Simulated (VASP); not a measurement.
A run of VASP 6.6.1 is set up as follows.

Contents of INCAR:

```
PREC = Accurate
ENCUT = 520
EDIFF = 1E-6
ISMEAR = -1
SIGMA = 0.05
LREAL = F
LASPH = T
NELM = 100
ALGO = Normal
ISIF = 2
LWAVE = F
LCHARG = F
GGA = PE
NBANDS = 26
```

KPOINTS

```
regular mesh
0
Gamma
  7 7 5
```

The input POSCAR:

```
AgCl
1.0
    3.8738065617      0.0000000000      0.0000000000
    0.0000000000      3.9489451382      0.0000000000
   -0.5417330767      0.0000000000      5.4971127273
Ag Cl
2 2
Direct
    0.8159810000      0.7500000000      0.7819190000
    0.1840190000      0.2500000000      0.2180810000
    0.2923420000      0.2500000000      0.7374360000
    0.7076580000      0.7500000000      0.2625640000
```

Potentials or basis: VASP PAW PBE potentials, release 64 (Ag, Cl).

Run with:

```bash
$ cat potpaw_PBE.64/Ag/POTCAR potpaw_PBE.64/Cl/POTCAR > POTCAR
$ mpirun -np 1 vasp_std > vasp.out
```

(1) What does it give for the pressure?

(2) Estimate the band gap on the k mesh.

(3) What does it give for the largest force?

Answers

(1) 1.6 GPa.

(2) 0.90 eV (least direct gap 2.32 eV).

(3) 0.081 eV/Å.

Caveat: an odd mesh through Γ misses points on the zone boundary, where band edges can lie.
